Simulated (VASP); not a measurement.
# GaN (P6_3mc) in VASP: single point with PBE-based screened hybrid with 35 % exact exchange

Aim: the single point of GaN with PBE-based screened hybrid with 35 % exact exchange.

All numbers are computed with VASP 6.6.1; they aren't measurements. Logs are shortened: lines on timing, memory, paths and dates and some standing lists are left out, and cuts for length are marked.

**1. The cell of the first run**

Symmetry: P6_3mc, No. 186, hexagonal system. The conventional cell has a = 3.183 Å, b = 3.183 Å, c = 5.184 Å, α = 90.00°, β = 90.00°, γ = 120.00°. Ga (site symmetry 3m) has 4 N at 1.95 Å within 2.6 Å. Within 2.6 Å of N (site symmetry 3m) lie 4 Ga at 1.95 Å.

**2. Single point, PBE-based screened hybrid with 35 % exact exchange**

Input file POSCAR:

```
GaN
1.0
    3.1831493765      0.0000000000      0.0000000000
   -1.5915746883      2.7566882241      0.0000000000
    0.0000000000      0.0000000000      5.1836252600
Ga N
2 2
Direct
    0.3333333333      0.6666666667     -0.0008868102
    0.6666666667      0.3333333333      0.4991131898
    0.3333333333      0.6666666667      0.3758868102
    0.6666666667      0.3333333333      0.8758868102
```

Input file INCAR.step1:

```
SYSTEM = GaN
PREC = Accurate
ENCUT = 520
EDIFF = 1E-5
ISMEAR = 0
SIGMA = 0.01
LREAL = .FALSE.
LASPH = .TRUE.
NELM = 60
ALGO = Normal
ISIF = 2
LWAVE = .TRUE.
LCHARG = .FALSE.
NBANDS = 26
GGA = PE
```

Input file INCAR.step2:

```
SYSTEM = GaN
PREC = Accurate
ENCUT = 520
EDIFF = 1E-6
ISMEAR = 0
SIGMA = 0.01
LREAL = .FALSE.
LASPH = .TRUE.
NELM = 60
ALGO = Normal
ISIF = 2
LWAVE = .FALSE.
LCHARG = .FALSE.
GGA = PE
LHFCALC = .TRUE.
AEXX = 0.35
HFSCREEN = 0.2078
PRECFOCK = Normal
NBANDS = 26
ISTART = 1
```

Input file KPOINTS:

```
regular mesh
0
G
  6 6 2
  0 0 0
```

Potentials or basis: VASP PAW PBE potentials, release 64 (Ga_d, N).

Launch:

```
> cat potpaw_PBE.64/Ga_d/POTCAR potpaw_PBE.64/N/POTCAR > POTCAR
> cp INCAR.step1 INCAR
> mpirun -np 1 vasp_std > vasp.out
> cp INCAR.step2 INCAR
> mpirun -np 1 vasp_std > vasp.out
```

OUTCAR:

```text
SYSTEM = GaN
   PREC = Accurate
   ENCUT = 520
   EDIFF = 1E-6
   ISMEAR = 0
   LREAL = .FALSE.
   LASPH = .TRUE.
   NELM = 60
   ISIF = 2
   GGA = PE
   LHFCALC = .TRUE.
   AEXX = 0.35
   HFSCREEN = 0.2078
   PRECFOCK = Normal
   ISTART = 1

 ion  position               nearest neighbor table
   1  0.333  0.667  0.999-   4 1.95   4 1.95   4 1.95   3 1.95
   2  0.667  0.333  0.499-   3 1.95   3 1.95   3 1.95   4 1.95
   3  0.333  0.667  0.376-   2 1.95   2 1.95   2 1.95   1 1.95
   4  0.667  0.333  0.876-   1 1.95   1 1.95   1 1.95   2 1.95

  LATTYP: Found a hexagonal cell.
 ALAT       =     3.1831493765
 C/A-ratio  =     1.6284580605

  Lattice vectors:

 A1 = (   3.1831493765,   0.0000000000,   0.0000000000)
 A2 = (  -1.5915746883,   2.7566882241,   0.0000000000)
 A3 = (   0.0000000000,   0.0000000000,   5.1836252600)

Analysis of symmetry for initial positions (statically):
=====================================================================
 Subroutine PRICEL returns:
 Original cell was already a primitive cell.

 Routine SETGRP: Setting up the symmetry group for a
 hexagonal supercell.

 Subroutine GETGRP returns: Found 12 space group operations
 (whereof  6 operations were pure point group operations)
 out of a pool of 24 trial point group operations.

The static configuration has the point symmetry C_3v.
 The point group associated with its full space group is C_6v.

Analysis of symmetry for dynamics (positions and initial velocities):
=====================================================================
 Subroutine PRICEL returns:
 Original cell was already a primitive cell.

 Routine SETGRP: Setting up the symmetry group for a
 hexagonal supercell.

 Subroutine GETGRP returns: Found 12 space group operations
 (whereof  6 operations were pure point group operations)
 out of a pool of 24 trial point group operations.

The dynamic configuration has the point symmetry C_3v.
 The point group associated with its full space group is C_6v.

 Subroutine INISYM returns: Found 12 space group operations
 (whereof  6 operations are pure point group operations),
 and found     1 'primitive' translations

----------------------------------------------------------------------------------------

                                     Primitive cell

  volume of cell :      45.4861

  direct lattice vectors                    reciprocal lattice vectors
     3.183149376  0.000000000  0.000000000     0.314154280  0.181377058  0.000000000
    -1.591574688  2.756688224  0.000000000     0.000000000  0.362754116  0.000000000
     0.000000000  0.000000000  5.183625260     0.000000000  0.000000000  0.192915180

  length of vectors
     3.183149376  3.183149377  5.183625260     0.362754116  0.362754116  0.192915180

  position of ions in fractional coordinates (direct lattice)
     0.333333333  0.666666667  0.999113190
     0.666666667  0.333333333  0.499113190
     0.333333333  0.666666667  0.375886810
     0.666666667  0.333333333  0.875886810

  ion indices of the primitive-cell ions
   primitive index   ion index
                 1           1
                 2           2
                 3           3
                 4           4

----------------------------------------------------------------------------------------

 KPOINTS: regular mesh

Automatic generation of k-mesh.
 Grid dimensions read from file:
 generate k-points for:    6    6    2

 Generating k-lattice:

  Cartesian coordinates                     Fractional coordinates (reciprocal lattice)
     0.052359047  0.030229510  0.000000000     0.166666667  0.000000000  0.000000000
     0.000000000  0.060459019  0.000000000     0.000000000  0.166666667  0.000000000
     0.000000000  0.000000000  0.096457590     0.000000000  0.000000000  0.500000000

  Length of vectors
     0.060459019  0.060459019  0.096457590

  Shift w.r.t. Gamma in fractional coordinates (k-lattice)
     0.000000000  0.000000000  0.000000000

 Subroutine IBZKPT returns following result:
 ===========================================

 Found     14 irreducible k-points:

 Following reciprocal coordinates:
            Coordinates               Weight
  0.000000  0.000000  0.000000      1.000000
  0.166667 -0.000000  0.000000      6.000000
  0.333333  0.000000  0.000000      6.000000
  0.500000 -0.000000  0.000000      3.000000
  0.166667  0.166667  0.000000      6.000000
  0.333333  0.166667  0.000000     12.000000
  0.333333  0.333333  0.000000      2.000000
  0.000000  0.000000  0.500000      1.000000
  0.166667 -0.000000  0.500000      6.000000
  0.333333  0.000000  0.500000      6.000000
  0.500000 -0.000000  0.500000      3.000000
  0.166667  0.166667  0.500000      6.000000
  0.333333  0.166667  0.500000     12.000000
  0.333333  0.333333  0.500000      2.000000
   k-points           NKPTS =     14   k-points in BZ     NKDIM =     72   number of bands    NBANDS=     26
   number of dos      NEDOS =    301   number of ions     NIONS =      4
   total plane-waves  NPLWV =  23040
   dimension x,y,z NGX =    24 NGY =   24 NGZ =   40
   dimension x,y,z NGXF=    48 NGYF=   48 NGZF=   80
   ions per type =               2   2
   NGX,Y,Z   is equivalent  to a cutoff of  12.53, 12.53, 12.83 a.u.
   NGXF,Y,Z  is equivalent  to a cutoff of  25.07, 25.07, 25.66 a.u.
 SYSTEM =  GaN
   PREC   = accura    normal or accurate (medium, high low for compatibility)
   ISTART =      1    job   : 0-new  1-cont  2-samecut
   ICHARG =      0    charge: 1-file 2-atom 10-const
   ISPIN  =      1    spin polarized calculation?
   LNONCOLLINEAR =      F non collinear calculations
   LSORBIT =      F    spin-orbit coupling
   LASPH  =      T    aspherical Exc in radial PAW
   ENCUT  =  520.0 eV  38.22 Ry    6.18 a.u.   5.92  5.92  9.64*2*pi/ulx,y,z
   NELM   =     60;   NELMIN=  2; NELMDL=  0     # of ELM steps
   EDIFF  = 0.1E-05   stopping-criterion for ELM
   LREAL  =      F    real-space projection
   EDIFFG = 0.1E-04   stopping-criterion for IOM
   NSW    =      0    number of steps for IOM
   IBRION =     -1    ionic relax: 0-MD 1-quasi-New 2-CG
   NFREE  =      0    steps in history (QN), initial steepest desc. (CG)
   ISIF   =      2    stress and relaxation
   ISYM   =      3    0-nonsym 1-usesym 2-fastsym
   POTIM  = 0.5000    time-step for ionic-motion
   TEBEG  =    0.0;   TEEND  =   0.0 temperature during run
   PSTRESS=    0.0 pullay stress
   NELECT =      36.0000    total number of electrons
   NUPDOWN=      -1.0000    fix difference up-down
   EMIN   =  10.00;   EMAX   =-10.00  energy-range for DOS
   EFERMI =   0.00;   METHOD = LEGACY
   ISMEAR =     0;   SIGMA  =   0.01  broadening in eV -4-tet -1-fermi 0-gaus
   EFERMI_NEDOS =   21; number of points for ismear=-14 and -15
   IALGO  =     38    algorithm
   IMIX   =      1    mixing-type and parameters
     AMIX     =   0.40;   BMIX     =  1.00
     AMIX_MAG =   1.60;   BMIX_MAG =  1.00
  volume/ion in A,a.u.               =      11.37        76.74
  Fermi-wavevector in a.u.,A,eV,Ry     =   1.514315  2.861641 31.200201  2.293150
  Thomas-Fermi vector in A             =   2.623989
   LORBIT       =      0    0 simple, 1 ext, 2 COOP (PROOUT), +10 PAW based schemes
   GGA     = PE    functional components
   LHFCALC =     T    Hartree Fock is set to
   PRECFOCK=normal    Normal, Fast or Accurate (Low or Medium for compatibility)
   ENCUT4O =  -1.0   cutoff for four orbital integrals eV
   NKREDX  =     1    reduce k-point grid by
   NKREDY  =     1    reduce k-point grid by
   NKREDZ  =     1    reduce k-point grid by
   AEXX    =    0.3500 exact exchange contribution
   HFSCREEN=    0.2078 screening length (either q_TF or 0.3 A-1)
   HFSCREENC=   0.2078 screening length for correlation (either q_TF or 0.3 A-1)
   ENCUTFOCK=  -1.0 apply spherical cutoff to Coloumb kernel
   IVDW    =     0    specifies the selected vdW correction
   LEPSILON=     F    determine dielectric tensor
   LRPA    =     F    only Hartree local field effects (RPA)
 non-spin polarized calculation
 Gauss-broadening in eV      SIGMA  =   0.01
  energy-cutoff  :      520.00
  volume of cell :       45.49
 maximum number of plane-waves:      1248
 NGX is ok and might be reduce to    24
  NGX = 18; NGY = 18; NGZ = 30

 number of electron      35.9999993 magnetization

 Free energy of the ion-electron system (eV)
  ---------------------------------------------------
  ext. energy  EPLUGINS =         0.00000000
  ---------------------------------------------------
  free energy    TOTEN  =       -31.70583931 eV

  energy without entropy =      -31.70583931  energy(sigma->0) =      -31.70583931

 E-fermi :   4.2648     XC(G=0):  -8.7388

 val. band max:        4.1957356798   @ k =   0.0000   0.0000   0.0000
 cond. band min:       7.9615292892   @ k =   0.0000   0.0000   0.0000
 fundamental gap:      3.7657936094
 Fermi energy:         4.2647693164

 k-point     1 :       0.0000    0.0000    0.0000
  band No.  band energies     occupation
      1     -13.9196      2.00000
      2     -13.4315      2.00000
      3     -12.2289      2.00000
      4     -12.2117      2.00000
      5     -12.2117      2.00000
      6     -12.1515      2.00000
[... 18 lines left out ...]
     25      18.3667      0.00000
     26      18.3667      0.00000

 k-point     2 :       0.1667   -0.0000    0.0000
  band No.  band energies     occupation
      1     -13.7157      2.00000
      2     -13.4013      2.00000
      3     -12.1982      2.00000
      4     -12.1790      2.00000
      5     -12.1233      2.00000
      6     -12.1048      2.00000
[... 18 lines left out ...]
     25      17.9900      0.00000
     26      18.9619      0.00000

 k-point     3 :       0.3333    0.0000    0.0000
  band No.  band energies     occupation
      1     -13.4702      2.00000
      2     -13.3701      2.00000
      3     -12.1559      2.00000
      4     -12.1403      2.00000
      5     -12.0509      2.00000
      6     -12.0146      2.00000
[... 282 lines left out ...]
 k-point    13 :       0.3333    0.1667    0.5000
  band No.  band energies     occupation
      1     -13.3382      2.00000
      2     -13.3382      2.00000
      3     -12.1196      2.00000
      4     -12.1196      2.00000
      5     -12.0677      2.00000
      6     -12.0677      2.00000
[... 18 lines left out ...]
     25      19.0623      0.00000
     26      19.0623      0.00000

 k-point    14 :       0.3333    0.3333    0.5000
  band No.  band energies     occupation
      1     -13.3262      2.00000
      2     -13.3262      2.00000
      3     -12.0896      2.00000
      4     -12.0896      2.00000
      5     -12.0780      2.00000
      6     -12.0780      2.00000
[... 18 lines left out ...]
     25      20.3739      0.00000
     26      20.3744      0.00000

------------------------ aborting loop because EDIFF is reached ----------------------------------------

  FORCE on cell =-STRESS in cart. coord.  units (eV):
  Direction    XX          YY          ZZ          XY          YZ          ZX
  --------------------------------------------------------------------------------------
  -------------------------------------------------------------------------------------
  Total       -0.6759718     -0.6759718     -0.8445725      0.0000000      0.0000000     -0.0000000
  in kB      -23.8100807    -23.8100807    -29.7487870      0.0000000      0.0000000     -0.0000000
  external PRESSURE =     -25.7896495 kB  Pullay stress =       0.0000000 kB

 VOLUME and BASIS-vectors are now :
 -----------------------------------------------------------------------------
  energy-cutoff  :      520.00
  volume of cell :       45.49
      direct lattice vectors                 reciprocal lattice vectors
     3.183149376  0.000000000  0.000000000     0.314154280  0.181377058  0.000000000
    -1.591574688  2.756688224  0.000000000     0.000000000  0.362754116  0.000000000
     0.000000000  0.000000000  5.183625260     0.000000000  0.000000000  0.192915180

 POSITION                                       TOTAL-FORCE (eV/Angst)
 -----------------------------------------------------------------------------------
     -0.00000      1.83779      5.17903        -0.000000      0.000000     -0.019862
      1.59157      0.91890      2.58722         0.000000      0.000000     -0.019862
     -0.00000      1.83779      1.94846         0.000000      0.000000      0.019862
      1.59157      0.91890      4.54027        -0.000000     -0.000000      0.019862
 -----------------------------------------------------------------------------------
    total drift:                               -0.000002     -0.000005     -0.000614

  FREE ENERGIE OF THE ION-ELECTRON SYSTEM (eV)
  ---------------------------------------------------
  free  energy   TOTEN  =       -31.7058393137 eV

  energy  without entropy=      -31.7058393137  energy(sigma->0) =      -31.70583931
```

It took 47 min on 1 thread of Intel Xeon Platinum 8259CL at 2.50GHz (Skylake/Cascade Lake), shared host; peak memory 0.27 GiB.

Results:

```
Free energy            : -31.7058 eV
Pressure               : -2.6 GPa
Largest force          : 0.020 eV/Å
Band gap on the k mesh : 3.77 eV
```

Forces on the atoms (eV/Å):
```
Ga   0.000  0.000 -0.020
Ga   0.000  0.000 -0.020
N    0.000  0.000  0.020
N    0.000  0.000  0.020
```

Levels at points of the mesh, in eV from the valence-band top:
| k point | band 14 | band 15 | band 16 | band 17 | band 18 | band 19 | band 20 | band 21 | band 22 | band 23 |
| --- | --- | --- | --- | --- | --- | --- | --- | --- | --- | --- |
| (0.00, 0.00, 0.00) | -1.16 | -1.16 | -0.05 | 0.00 | 0.00 | 3.77 | 6.32 | 11.70 | 12.14 | 12.14 |
| (0.50, 0.00, 0.00) | -5.80 | -4.63 | -3.05 | -2.40 | -1.11 | 6.90 | 7.56 | 8.03 | 11.25 | 12.60 |
| (0.00, 0.00, 0.50) | -4.22 | -0.60 | -0.60 | -0.60 | -0.60 | 6.29 | 6.29 | 10.75 | 10.75 | 12.67 |
| (0.50, 0.00, 0.50) | -7.27 | -2.16 | -2.16 | -2.09 | -2.09 | 6.22 | 6.22 | 10.00 | 10.00 | 12.48 |

Caveat: the k points lie up to 0.61 Å⁻¹ apart; the PAW data sets were made with another functional, which shifts forces and pressure a little.
